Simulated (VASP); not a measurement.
Crystal: SrVO3.

```
CELL_PARAMETERS angstrom
3.84090 0.00000 0.00000
0.00000 3.84090 0.00000
0.00000 0.00000 3.84090
ATOMIC_POSITIONS crystal
Sr 0.50000 0.50000 0.50000
V 0.00000 0.00000 0.00000
O 0.00000 0.00000 0.50000
O 0.00000 0.50000 0.00000
O 0.50000 0.00000 0.00000
```

```yaml
Program: VASP 6.6.1
Task: relaxation of cell and atoms
Functional: RPBE
Potentials_or_basis: VASP PAW PBE potentials, release 64 (Sr_sv, V_sv, O)
Cutoff: 600 eV
k_mesh: 5 × 5 × 5
Occupations: fermi-dirac, width 0.05 eV
Spin: collinear spin, ferromagnetic start
Starting_moments: "[0.0, 2.0, 0.0, 0.0, 0.0] μB"
```

At the start: pressure 9.0 GPa; volume 11.33 Å³/atom.

Where does the relaxation end?

Over 3 steps the energy falls by 15.4 meV/atom and the volume is 11.91 Å³/atom (+5.1 %); space group Pm-3m (No. 221, to 0.1 Å) before and after; moment 0.77 μB per cell.

The path:
| step | energy change (eV) | largest force (eV/Å) | pressure (GPa) | volume (Å³) |
| --- | --- | --- | --- | --- |
| 1 | 0.0000 | 0.0000 | 8.96 | 56.66 |
| 2 | -0.0289 | 0.0000 | -5.94 | 62.02 |
| 3 | -0.0769 | 0.0000 | -0.02 | 59.55 |

Final structure:
```
Sr V O
1.0
     3.90513    0.00000    0.00000
     0.00000    3.90513    0.00000
     0.00000    0.00000    3.90513
Sr V O
1 1 3
Cartesian
  1.9526 1.9526 1.9526
  0.0000 0.0000 0.0000
  0.0000 0.0000 1.9526
  0.0000 1.9526 0.0000
  1.9526 0.0000 0.0000
```

Caveat: the PAW data sets were made with another functional, which shifts forces and pressure a little.
